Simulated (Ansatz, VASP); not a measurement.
WS2 in VASP and in Ansatz

INCAR

```
SYSTEM = WS2
PREC = Accurate
ENCUT = 500
EDIFF = 1E-6
ISMEAR = -1
SIGMA = 0.02
LREAL = .False.
LASPH = .True.
NELM = 120
ALGO = Normal
ISIF = 2
LWAVE = .False.
LCHARG = .False.
GGA = PE
NBANDS = 35
GGA_COMPAT = .False.
```

The input KPOINTS:

```
Automatic mesh
0
Gamma
  12 12 2
  0 0 0
```

The input POSCAR:

```
WS2
1.0
    3.1699462934      0.0000000000      0.0000000000
   -1.5849731467      2.7452540187      0.0000000000
    0.0000000000      0.0000000000     12.8658026690
W S
2 4
Direct
    0.3333333333      0.6666666667      0.2500000000
    0.6666666667      0.3333333333      0.7500000000
    0.6666666667      0.3333333333      0.3716393713
    0.6666666667      0.3333333333      0.1283606287
    0.3333333333      0.6666666667      0.8716393713
    0.3333333333      0.6666666667      0.6283606287
```

Input for Ansatz:

```yaml
crystal:
  lattice:
    - [3.1699462934, 0.0, 0.0]
    - [-1.5849731467, 2.7452540187, 0.0]
    - [0.0, 0.0, 12.865802669]
  atoms:
    - { symbol: W, position: [0.3333333333, 0.6666666667, 0.25] }
    - { symbol: W, position: [0.6666666667, 0.3333333333, 0.75] }
    - { symbol: S, position: [0.6666666667, 0.3333333333, 0.3716393713] }
    - { symbol: S, position: [0.6666666667, 0.3333333333, 0.1283606287] }
    - { symbol: S, position: [0.3333333333, 0.6666666667, 0.8716393713] }
    - { symbol: S, position: [0.3333333333, 0.6666666667, 0.6283606287] }
kpoints:
  mp_grid: { grid: [12, 12, 2] }
  band_path:
    path:
      - [0.0, 0.0, 0.0]
      - [0.5, 0.0, 0.0]
      - [0.3333333333, 0.3333333333, 0.0]
      - [0.0, 0.0, 0.5]
      - [0.5, 0.0, 0.5]
      - [0.3333333333, 0.3333333333, 0.5]
      - [0.171875, 0.171875, 0.0]
    npoints: 1
hamiltonian:
  xc: pbe
scf:
  occupations: { method: fermi_dirac, width: 0.02 }
  n_extra_bands: 5
output:
  forces: true
  stress: true
  eigenvalues: true
  write_density: true
  write_potential: true
  elf: true
  volumetric_format: npy
```

Change from the starting cell: uniaxial_z strain +3.0%.

Alike in both runs: task single point; functional PBE; k mesh 12 × 12 × 2; occupations fermi-dirac, width 0.02 eV; no spin polarisation.

|  | VASP | Ansatz |
| --- | --- | --- |
| version | VASP 6.6.1 | Ansatz 0.2.0 |
| potentials or method | VASP PAW PBE potentials, release 64 (W_sv, S) | plane waves, PAW |
| plane-wave cutoff (eV) | 500 | 420 |
| valence electrons in the cell | 52 | 52 |

Ansatz gave:

| Item | Value |
| --- | --- |
| gap on the k mesh at the Fermi level (eV) | 1.19 |
| pressure (GPa) | 2.7 |
| traceless stress, the component that is largest in VASP (GPa) | 0.37 |
| rms of the force components (eV/Å) | 0.091 |

Problem. Estimate VASP's values.

Solution. gap on the k mesh at the Fermi level (eV): 1.21; pressure (GPa): 2.7; traceless stress, the component that is largest in VASP (GPa): 0.37; rms of the force components (eV/Å): 0.092.

Atom by atom the forces differ by 0.001 eV/Å (rms over components). The functional is the same, so the differences come from potentials, cutoffs and numerics.

Spin-orbit coupling is off throughout.
